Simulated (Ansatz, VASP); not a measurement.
Two plane-wave programs on AlN

File INCAR:

```
ALGO = Normal
EDIFF = 1E-6
ENCUT = 520
GGA = PS
ISIF = 2
ISMEAR = 0
LASPH = T
LCHARG = F
LREAL = F
LWAVE = F
NBANDS = 26
NELM = 60
PREC = Accurate
SIGMA = 0.05
```

KPOINTS

```
k-points
0
Gamma
  8 8 3
```

File POSCAR:

```
AlN
1.0
   -3.1135599822      0.0000000000      0.0000000000
   -1.5567799911     -2.6964220408      0.0000000000
   -0.6486583296     -1.1235091837     11.1667009506
Al N
4 4
Direct
    0.3333333333     -0.0030436722      0.8073048133
    0.3333333333      0.1829016701      0.3610359916
    0.6666666667      0.6092076747      0.1379015808
    0.6666666667      0.4232623323      0.5841704025
    0.3333333333      0.2978196542      0.0852328300
    0.3333333333      0.1118743118      0.5315016517
    0.6666666667      0.5381803163      0.3083672409
    0.6666666667      0.3522349739      0.7546360626
```

Input for Ansatz:

```yaml
crystal:
  lattice:
    - [-3.1135599822, 0.0, 0.0]
    - [-1.5567799911, -2.6964220408, 0.0]
    - [-0.6486583296, -1.1235091837, 11.1667009506]
  atoms:
    - { symbol: Al, position: [0.3333333333, -0.0030436722, 0.8073048133] }
    - { symbol: Al, position: [0.3333333333, 0.1829016701, 0.3610359916] }
    - { symbol: Al, position: [0.6666666667, 0.6092076747, 0.1379015808] }
    - { symbol: Al, position: [0.6666666667, 0.4232623323, 0.5841704025] }
    - { symbol: "N", position: [0.3333333333, 0.2978196542, 0.08523283] }
    - { symbol: "N", position: [0.3333333333, 0.1118743118, 0.5315016517] }
    - { symbol: "N", position: [0.6666666667, 0.5381803163, 0.3083672409] }
    - { symbol: "N", position: [0.6666666667, 0.3522349739, 0.7546360626] }
basis:
  ecutwfc: 520.0
kpoints:
  mp_grid: { grid: [8, 8, 3] }
hamiltonian:
  xc: pbesol
  pseudopotentials: { kind: paw, azcp: { folder: soft_1 } }
scf:
  occupations: { method: gaussian, width: 0.05 }
output:
  forces: true
  stress: true
  eigenvalues: true
```

Alike in both runs: task single point; functional PBEsol; k mesh 8 × 8 × 3; occupations gaussian, width 0.05 eV; no spin polarisation.

```csv
,VASP,Ansatz
version,VASP 6.6.1,Ansatz 0.2.0
potentials or method,"VASP PAW PBE potentials, release 64 (Al, N), cutoff 520 eV","scalar-relativistic, plane waves, PAW"
valence electrons in the cell,32,32
```

VASP gave:

| Quantity | Value |
| --- | --- |
| gap on the k mesh at the Fermi level (eV) | 0.27 |
| least direct gap on the mesh (eV) | 0.27 |
| pressure (GPa) | -3.9 |
| traceless stress, the component that is largest in VASP (GPa) | -4.09 |
| rms of the force components (eV/Å) | 0.738 |

**Question.** What did Ansatz give for the same quantities?

**Answer.** gap on the k mesh at the Fermi level (eV): 0.26; least direct gap on the mesh (eV): 0.26; pressure (GPa): -3.9; traceless stress, the component that is largest in VASP (GPa): -3.97; rms of the force components (eV/Å): 0.742.

VASP's potentials were made for PBE, not for PBEsol, and Ansatz warns of the same on its side. Atom by atom the forces differ by 0.005 eV/Å (rms over components). With one functional, cell and mesh, what is left measures potentials, basis and numerics.
